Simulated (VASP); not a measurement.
# SnTe (rocksalt type) (Fm-3m) in VASP: notebook

SnTe (rocksalt type) is run at these levels: r2SCAN; tasks: single point.

Program: VASP 6.6.1. These are calculated values, not measurements. Logs are shortened: lines on timing, memory, paths and dates and some standing lists are left out, and cuts for length are marked.

## (1) The cell of the first run

The structure is cubic, space group Fm-3m (No. 225). The conventional cell has a = 6.368 Å, b = 6.368 Å, c = 6.368 Å, α = 90.00°, β = 90.00°, γ = 90.00°. Sn (site symmetry m-3m) has 6 Te at 3.18 Å within 4.2 Å. Within 4.2 Å of Te (site symmetry m-3m) lie 6 Sn at 3.18 Å.

## (2) Single point, r2SCAN

The input, POSCAR:

```
SnTe
1.0
    0.0000000000      3.1841258196      3.1841258196
    3.1841258196      0.0000000000      3.1841258196
    3.1841258196      3.1841258196      0.0000000000
Sn Te
1 1
Direct
    0.0000000000      0.0000000000      0.0000000000
    0.5000000000      0.5000000000      0.5000000000
```

The input, INCAR.step1:

```
SYSTEM = SnTe
PREC = Accurate
ENCUT = 520
ISMEAR = -1
SIGMA = 0.08
LREAL = .FALSE.
LASPH = .TRUE.
NELM = 60
NBANDS = 17
GGA = PE
ALGO = Normal
EDIFF = 1E-4
LWAVE = .TRUE.
LCHARG = .FALSE.
```

The input, INCAR.step2:

```
SYSTEM = SnTe
PREC = Accurate
ENCUT = 520
EDIFF = 1E-6
ISMEAR = -1
SIGMA = 0.08
LREAL = .FALSE.
LASPH = .TRUE.
NELM = 60
ALGO = Normal
ISIF = 2
LWAVE = .FALSE.
LCHARG = .TRUE.
METAGGA = R2SCAN
LMIXTAU = .TRUE.
LELF = .TRUE.
LVHAR = .TRUE.
NBANDS = 17
ISTART = 1
```

The input, KPOINTS:

```
Automatic mesh
0
G
  13 13 13
  0 0 0
```

Potentials or basis: VASP PAW PBE potentials, release 64 (Sn_d, Te).

On the command line:

```sh
$ cat potpaw_PBE.64/Sn_d/POTCAR potpaw_PBE.64/Te/POTCAR > POTCAR
$ cp INCAR.step1 INCAR
$ mpirun -np 1 vasp_std > vasp.out
$ cp INCAR.step2 INCAR
$ mpirun -np 1 vasp_std > vasp.out
```

OUTCAR:

```text
SYSTEM = SnTe
   PREC = Accurate
   ENCUT = 520
   EDIFF = 1E-6
   ISMEAR = -1
   LREAL = .FALSE.
   LASPH = .TRUE.
   NELM = 60
   ISIF = 2
   METAGGA = R2SCAN
   ISTART = 1

 ion  position               nearest neighbor table
   1  0.000  0.000  0.000-   2 3.18   2 3.18   2 3.18   2 3.18   2 3.18   2 3.18
   2  0.500  0.500  0.500-   1 3.18   1 3.18   1 3.18   1 3.18   1 3.18   1 3.18

  LATTYP: Found a face centered cubic cell.
 ALAT       =     6.3682516392

  Lattice vectors:

 A1 = (   0.0000000000,   3.1841258196,   3.1841258196)
 A2 = (   3.1841258196,   0.0000000000,   3.1841258196)
 A3 = (   3.1841258196,   3.1841258196,   0.0000000000)

Analysis of symmetry for initial positions (statically):
=====================================================================
 Subroutine PRICEL returns:
 Original cell was already a primitive cell.

 Routine SETGRP: Setting up the symmetry group for a
 face centered cubic supercell.

 Subroutine GETGRP returns: Found 48 space group operations
 (whereof 48 operations were pure point group operations)
 out of a pool of 48 trial point group operations.

The static configuration has the point symmetry O_h .

Analysis of symmetry for dynamics (positions and initial velocities):
=====================================================================
 Subroutine PRICEL returns:
 Original cell was already a primitive cell.

 Routine SETGRP: Setting up the symmetry group for a
 face centered cubic supercell.

 Subroutine GETGRP returns: Found 48 space group operations
 (whereof 48 operations were pure point group operations)
 out of a pool of 48 trial point group operations.

The dynamic configuration has the point symmetry O_h .

 Subroutine INISYM returns: Found 48 space group operations
 (whereof 48 operations are pure point group operations),
 and found     1 'primitive' translations

----------------------------------------------------------------------------------------

                                     Primitive cell

  volume of cell :      64.5655

  direct lattice vectors                    reciprocal lattice vectors
     0.000000000  3.184125820  3.184125820    -0.157028971  0.157028971  0.157028971
     3.184125820  0.000000000  3.184125820     0.157028971 -0.157028971  0.157028971
     3.184125820  3.184125820  0.000000000     0.157028971  0.157028971 -0.157028971

  length of vectors
     4.503033918  4.503033918  4.503033918     0.271982155  0.271982155  0.271982155

  position of ions in fractional coordinates (direct lattice)
     0.000000000  0.000000000  0.000000000
     0.500000000  0.500000000  0.500000000

  ion indices of the primitive-cell ions
   primitive index   ion index
                 1           1
                 2           2

----------------------------------------------------------------------------------------

 KPOINTS: Automatic mesh

Automatic generation of k-mesh.
 Grid dimensions read from file:
 generate k-points for:   13   13   13

 Generating k-lattice:

  Cartesian coordinates                     Fractional coordinates (reciprocal lattice)
    -0.012079152  0.012079152  0.012079152     0.076923077  0.000000000  0.000000000
     0.012079152 -0.012079152  0.012079152     0.000000000  0.076923077  0.000000000
     0.012079152  0.012079152 -0.012079152     0.000000000  0.000000000  0.076923077

  Length of vectors
     0.020921704  0.020921704  0.020921704

  Shift w.r.t. Gamma in fractional coordinates (k-lattice)
     0.000000000  0.000000000  0.000000000

 Subroutine IBZKPT returns following result:
 ===========================================

 Found     84 irreducible k-points:

 Following reciprocal coordinates:
            Coordinates               Weight
  0.000000  0.000000  0.000000      1.000000
  0.076923  0.000000  0.000000      8.000000
  0.153846  0.000000  0.000000      8.000000
  0.230769  0.000000  0.000000      8.000000
  0.307692  0.000000  0.000000      8.000000
  0.384615  0.000000  0.000000      8.000000
[... 16 lines left out ...]
  0.384615  0.153846  0.000000     24.000000
  0.461538  0.153846  0.000000     24.000000
 [... further k-points ...]
   k-points           NKPTS =     84   k-points in BZ     NKDIM =     84   number of bands    NBANDS=     17
   number of dos      NEDOS =    301   number of ions     NIONS =      2
   total plane-waves  NPLWV =  46656
   dimension x,y,z NGX =    36 NGY =   36 NGZ =   36
   dimension x,y,z NGXF=    72 NGYF=   72 NGZF=   72
   ions per type =               1   1
   NGX,Y,Z   is equivalent  to a cutoff of  13.29, 13.29, 13.29 a.u.
   NGXF,Y,Z  is equivalent  to a cutoff of  26.58, 26.58, 26.58 a.u.
 SYSTEM =  SnTe
   PREC   = accura    normal or accurate (medium, high low for compatibility)
   ISTART =      1    job   : 0-new  1-cont  2-samecut
   ICHARG =      0    charge: 1-file 2-atom 10-const
   ISPIN  =      1    spin polarized calculation?
   LNONCOLLINEAR =      F non collinear calculations
   LSORBIT =      F    spin-orbit coupling
   LASPH  =      T    aspherical Exc in radial PAW
   ENCUT  =  520.0 eV  38.22 Ry    6.18 a.u.   8.37  8.37  8.37*2*pi/ulx,y,z
   NELM   =     60;   NELMIN=  2; NELMDL=  0     # of ELM steps
   EDIFF  = 0.1E-05   stopping-criterion for ELM
   LREAL  =      F    real-space projection
[... 7 lines left out ...]
   TEBEG  =    0.0;   TEEND  =   0.0 temperature during run
   PSTRESS=    0.0 pullay stress
   NELECT =      20.0000    total number of electrons
   NUPDOWN=      -1.0000    fix difference up-down
   EMIN   =  10.00;   EMAX   =-10.00  energy-range for DOS
   EFERMI =   0.00;   METHOD = LEGACY
   ISMEAR =    -1;   SIGMA  =   0.08  broadening in eV -4-tet -1-fermi 0-gaus
   EFERMI_NEDOS =   21; number of points for ismear=-14 and -15
   IALGO  =     38    algorithm
   IMIX   =      4    mixing-type and parameters
     AMIX     =   0.40;   BMIX     =  1.00
     AMIX_MAG =   1.60;   BMIX_MAG =  1.00
  volume/ion in A,a.u.               =      32.28       217.85
  Fermi-wavevector in a.u.,A,eV,Ry     =   1.107689  2.093229 16.694015  1.226975
  Thomas-Fermi vector in A             =   2.244207
   LORBIT       =      0    0 simple, 1 ext, 2 COOP (PROOUT), +10 PAW based schemes
   METAGGA = R2SCAN    functional components
   LHFCALC =     F    Hartree Fock is set to
   AEXX    =    0.0000 exact exchange contribution
   IVDW    =     0    specifies the selected vdW correction
   LEPSILON=     F    determine dielectric tensor
   LRPA    =     F    only Hartree local field effects (RPA)
 non-spin polarized calculation
  energy-cutoff  :      520.00
  volume of cell :       64.57
 maximum number of plane-waves:      1807
 NGX is ok and might be reduce to    36
   NGX = 17   NGY = 17   NGZ = 17

 number of electron      20.0000002 magnetization

 Free energy of the ion-electron system (eV)
  ---------------------------------------------------
  ext. energy  EPLUGINS =         0.00000000
  ---------------------------------------------------
  free energy    TOTEN  =       -50.69027954 eV

  energy without entropy =      -50.68917473  energy(sigma->0) =      -50.68972714

 E-fermi :   6.6287     XC(G=0):  -9.9161

 val. band max:        6.5044109379   @ k =   0.4615   0.0000   0.0000
 cond. band min:       6.9006060160   @ k =   0.4615   0.0000   0.0000
 fundamental gap:      0.3961950781
 Fermi energy:         6.6287439603

 k-point     1 :       0.0000    0.0000    0.0000
  band No.  band energies     occupation
      1     -16.1224      2.00000
      2     -16.1224      2.00000
      3     -16.1136      2.00000
      4     -16.1136      2.00000
      5     -16.1136      2.00000
      6      -6.6354      2.00000
[... 9 lines left out ...]
     16      11.6503      0.00000
     17      13.6474      0.00000

 k-point     2 :       0.0769    0.0000    0.0000
  band No.  band energies     occupation
      1     -16.1226      2.00000
      2     -16.1226      2.00000
      3     -16.1135      2.00000
      4     -16.1133      2.00000
      5     -16.1133      2.00000
      6      -6.5847      2.00000
[... 9 lines left out ...]
     16      11.7762      0.00000
     17      14.0590      0.00000

 k-point     3 :       0.1538    0.0000    0.0000
  band No.  band energies     occupation
      1     -16.1232      2.00000
      2     -16.1232      2.00000
      3     -16.1132      2.00000
      4     -16.1124      2.00000
      5     -16.1124      2.00000
      6      -6.4360      2.00000
[... 9 lines left out ...]
     16      12.1324      0.00000
     17      15.0506      0.00000

 k-point     4 :       0.2308    0.0000    0.0000
  band No.  band energies     occupation
      1     -16.1243      2.00000
      2     -16.1243      2.00000
      3     -16.1129      2.00000
      4     -16.1111      2.00000
      5     -16.1111      2.00000
      6      -6.2004      2.00000
[... 9 lines left out ...]
     16      12.7000      0.00000
     17      16.3348      0.00000

 k-point     5 :       0.3077    0.0000    0.0000
  band No.  band energies     occupation
      1     -16.1256      2.00000
      2     -16.1256      2.00000
      3     -16.1125      2.00000
      4     -16.1095      2.00000
      5     -16.1095      2.00000
      6      -5.9034      2.00000
[... 9 lines left out ...]
     16      13.4630      0.00000
     17      17.7197      0.00000

 k-point     6 :       0.3846    0.0000    0.0000
  band No.  band energies     occupation
      1     -16.1266      2.00000
      2     -16.1266      2.00000
      3     -16.1122      2.00000
      4     -16.1082      2.00000
      5     -16.1082      2.00000
      6      -5.5982      2.00000
[... 9 lines left out ...]
     16      14.3980      0.00000
     17      17.1039      0.00000

 k-point     7 :       0.4615    0.0000    0.0000
  band No.  band energies     occupation
      1     -16.1272      2.00000
      2     -16.1272      2.00000
      3     -16.1121      2.00000
      4     -16.1075      2.00000
      5     -16.1075      2.00000
      6      -5.3864      2.00000
[... 9 lines left out ...]
     16      15.4350      0.00000
     17      15.9567      0.00000

 k-point     8 :       0.0769    0.0769    0.0000
  band No.  band energies     occupation
      1     -16.1232      2.00000
      2     -16.1221      2.00000
      3     -16.1138      2.00000
      4     -16.1131      2.00000
      5     -16.1130      2.00000
      6      -6.5679      2.00000
[... 9 lines left out ...]
     16      11.9945      0.00000
     17      13.7174      0.00000
[... 203 lines left out ...]
      1     -16.1234      2.00000
      2     -16.1225      2.00000
      3     -16.1134      2.00000
      4     -16.1130      2.00000
      5     -16.1125      2.00000
      6      -6.5014      2.00000
[... 9 lines left out ...]
     16      12.2959      0.00000
     17      14.0485      0.00000

 k-point    20 :       0.1538    0.1538    0.0000
  band No.  band energies     occupation
      1     -16.1256      2.00000
      2     -16.1214      2.00000
      3     -16.1143      2.00000
      4     -16.1115      2.00000
      5     -16.1115      2.00000
      6      -6.3707      2.00000
[... 9 lines left out ...]
     16      12.8918      0.00000
     17      13.9255      0.00000

 k-point    21 :       0.2308    0.1538    0.0000
  band No.  band energies     occupation
      1     -16.1272      2.00000
      2     -16.1214      2.00000
      3     -16.1144      2.00000
      4     -16.1105      2.00000
      5     -16.1104      2.00000
      6      -6.1981      2.00000
[... 9 lines left out ...]
     16      13.4889      0.00000
     17      14.4927      0.00000

 k-point    22 :       0.3077    0.1538    0.0000
  band No.  band energies     occupation
      1     -16.1286      2.00000
      2     -16.1221      2.00000
      3     -16.1140      2.00000
      4     -16.1095      2.00000
      5     -16.1089      2.00000
      6      -5.9505      2.00000
[... 9 lines left out ...]
     16      14.2314      0.00000
     17      15.6253      0.00000

 k-point    23 :       0.3846    0.1538    0.0000
  band No.  band energies     occupation
      1     -16.1296      2.00000
      2     -16.1233      2.00000
      3     -16.1132      2.00000
      4     -16.1088      2.00000
      5     -16.1076      2.00000
      6      -5.6614      2.00000
[... 9 lines left out ...]
     16      15.1344      0.00000
     17      16.7514      0.00000

 k-point    24 :       0.4615    0.1538    0.0000
  band No.  band energies     occupation
      1     -16.1298      2.00000
      2     -16.1246      2.00000
      3     -16.1122      2.00000
      4     -16.1083      2.00000
      5     -16.1069      2.00000
      6      -5.3964      2.00000
[... 9 lines left out ...]
     16      15.9784      0.00000
     17      16.0250      0.00000

 [... further k-points ...]

------------------------ aborting loop because EDIFF is reached ----------------------------------------

  FORCE on cell =-STRESS in cart. coord.  units (eV):
  Direction    XX          YY          ZZ          XY          YZ          ZX
  --------------------------------------------------------------------------------------
  -------------------------------------------------------------------------------------
  Total        0.0119651      0.0119651      0.0119651     -0.0000000     -0.0000000     -0.0000000
  in kB        0.2969115      0.2969115      0.2969115     -0.0000000     -0.0000000     -0.0000000
  external PRESSURE =       0.2969115 kB  Pullay stress =       0.0000000 kB

 VOLUME and BASIS-vectors are now :
 -----------------------------------------------------------------------------
  energy-cutoff  :      520.00
  volume of cell :       64.57
      direct lattice vectors                 reciprocal lattice vectors
     0.000000000  3.184125820  3.184125820    -0.157028971  0.157028971  0.157028971
     3.184125820  0.000000000  3.184125820     0.157028971 -0.157028971  0.157028971
     3.184125820  3.184125820  0.000000000     0.157028971  0.157028971 -0.157028971

 POSITION                                       TOTAL-FORCE (eV/Angst)
 -----------------------------------------------------------------------------------
      0.00000      0.00000      0.00000        -0.000000      0.000000      0.000000
      3.18413      3.18413      3.18413         0.000000     -0.000000     -0.000000
 -----------------------------------------------------------------------------------
    total drift:                               -0.000000      0.000000      0.000000

  FREE ENERGIE OF THE ION-ELECTRON SYSTEM (eV)
  ---------------------------------------------------
  free  energy   TOTEN  =       -50.6902795410 eV

  energy  without entropy=      -50.6891747350  energy(sigma->0) =      -50.68972714
```

Run time: 4.3 min. Hardware: 1 thread of Intel Xeon 8259CL, shared host; peak memory 0.28 GiB.

What came out:

```
Free energy : -50.6903 eV
Pressure    : 0.0 GPa
```

Caveat: this odd mesh misses L, so gap, dielectric constants and Born charges aren't listed; the PAW data sets were made with another functional, which shifts forces and pressure a little; spin-orbit coupling is left out, which moves the levels of the heavy elements.

## (3) Single point, r2SCAN

The input, POSCAR:

```
SnTe
1.0
    0.0000000000      3.1840992969      3.1840992969
    3.1840992969      0.0000000000      3.1840992969
    3.1840992969      3.1840992969      0.0000000000
Sn Te
1 1
Direct
    0.0000000000      0.0000000000      0.0000000000
    0.5000000000      0.5000000000      0.5000000000
```

The input, INCAR.step1:

```
SYSTEM = SnTe
  PREC = Accurate
  ENCUT = 520
  ISMEAR = -1
  SIGMA = 0.08
  LREAL = .False.
  LASPH = .True.
  NELM = 60
  NBANDS = 17
  GGA = PE
  ALGO = Normal
  EDIFF = 1E-4
  LWAVE = .True.
  LCHARG = .False.
```

The input, INCAR.step2:

```
SYSTEM = SnTe
  PREC = Accurate
  ENCUT = 520
  EDIFF = 1E-6
  ISMEAR = -1
  SIGMA = 0.08
  LREAL = .False.
  LASPH = .True.
  NELM = 60
  ALGO = Normal
  ISIF = 2
  LWAVE = .False.
  LCHARG = .True.
  METAGGA = R2SCAN
  LMIXTAU = .True.
  LELF = .True.
  LVHAR = .True.
  NBANDS = 17
  ISTART = 1
```

The input, KPOINTS:

```
Automatic mesh
0
Gamma
  13 13 13
  0 0 0
```

Potentials or basis: VASP PAW PBE potentials, release 64 (Sn_d, Te).

On the command line:

```sh
$ cat potpaw_PBE.64/Sn_d/POTCAR potpaw_PBE.64/Te/POTCAR > POTCAR
$ cp INCAR.step1 INCAR
$ mpirun -np 1 vasp_std > vasp.out
$ cp INCAR.step2 INCAR
$ mpirun -np 1 vasp_std > vasp.out
```

It took 4.2 min on 1 thread of Intel Xeon 8259CL, shared host; peak memory 0.28 GiB.

It converged, with:

| Property | Result |
| --- | --- |
| Free energy | -50.6903 eV |
| Pressure | 0.0 GPa |

Levels at points of the mesh, in eV from the Fermi level:
| k point | band 6 | band 7 | band 8 | band 9 | band 10 | band 11 | band 12 | band 13 | band 14 | band 15 |
| --- | --- | --- | --- | --- | --- | --- | --- | --- | --- | --- |
| (0.00, 0.00, 0.00) | -13.26 | -4.87 | -2.40 | -2.40 | -2.40 | 3.36 | 3.36 | 3.36 | 5.02 | 5.02 |

Caveat: this odd mesh misses L, so gap, dielectric constants and Born charges aren't listed; the PAW data sets were made with another functional, which shifts forces and pressure a little; spin-orbit coupling is left out, which moves the levels of the heavy elements.
